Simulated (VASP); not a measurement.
Input of a VASP 6.6.1 run:

INCAR

```
PREC = Accurate ; ENCUT = 520
EDIFF = 1E-7 ; ISMEAR = -1
SIGMA = 0.1 ; LREAL = F
LASPH = T ; NELM = 80
ALGO = Normal ; ISIF = 2
LWAVE = F ; LCHARG = T
LELF = T ; LVHAR = T
NBANDS = 22
```

KPOINTS

```
Automatic mesh
0
Gamma
  9 9 9
```

The input POSCAR:

```
Bi
1.0
    0.0000000000      3.5064133853      3.5064133853
    3.5064133853      0.0000000000      3.5064133853
    3.5064133853      3.5064133853      0.0000000000
Bi
2
Direct
    0.1250000000      0.1250000000      0.1250000000
    0.8750000000      0.8750000000      0.8750000000
```

Potentials or basis: VASP PAW LDA potentials, release 64 (Bi_d).

The run is started by

```bash
$ cat potpaw_LDA.64/Bi_d/POTCAR > POTCAR
$ mpirun -np 1 vasp_std > vasp.out
```

Predict the band gap on the k mesh.

zero (bands 15 and 16 overlap by 0.79 eV).

Estimate the pressure.

1.5 GPa.

Caveat: spin-orbit coupling is left out, which moves the levels of the heavy elements.
